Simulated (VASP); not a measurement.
A run of VASP 6.6.1:

INCAR

```
SYSTEM = CdSe
ALGO = Normal ; EDIFF = 1E-7
ENCUT = 520 ; GGA = PE
ISIF = 2 ; ISMEAR = 0
LASPH = .TRUE. ; LCHARG = .FALSE.
LREAL = .FALSE. ; LWAVE = .FALSE.
NBANDS = 16 ; NELM = 80
PREC = Accurate ; SIGMA = 0.01
```

File KPOINTS:

```
k-points
0
G
  6 6 6
  0 0 0
```

Contents of POSCAR:

```
CdSe
1.0
    0.0000000000      3.0702700000      3.0702700000
    3.0702700000      0.0000000000      3.0702700000
    3.0702700000      3.0702700000      0.0000000000
Cd Se
1 1
Direct
    0.0000000000      0.0000000000      0.0000000000
    0.7500000000      0.7500000000      0.7500000000
```

Potentials or basis: VASP PAW PBE potentials, release 64 (Cd, Se).

Command:

```bash
$ cat potpaw_PBE.64/Cd/POTCAR potpaw_PBE.64/Se/POTCAR > POTCAR
$ mpirun -np 1 vasp_std > vasp.out
```

Hardware: 1 thread of AMD EPYC 7R13 Processor (Zen 3), on a shared host.

Problem. Estimate the wall time of this run.

Solution. It took 13 s on 1 thread of AMD EPYC 7R13 Processor (Zen 3) (shared host), peak memory 0.15 GiB. Counts: scf iterations 14, k points 16.
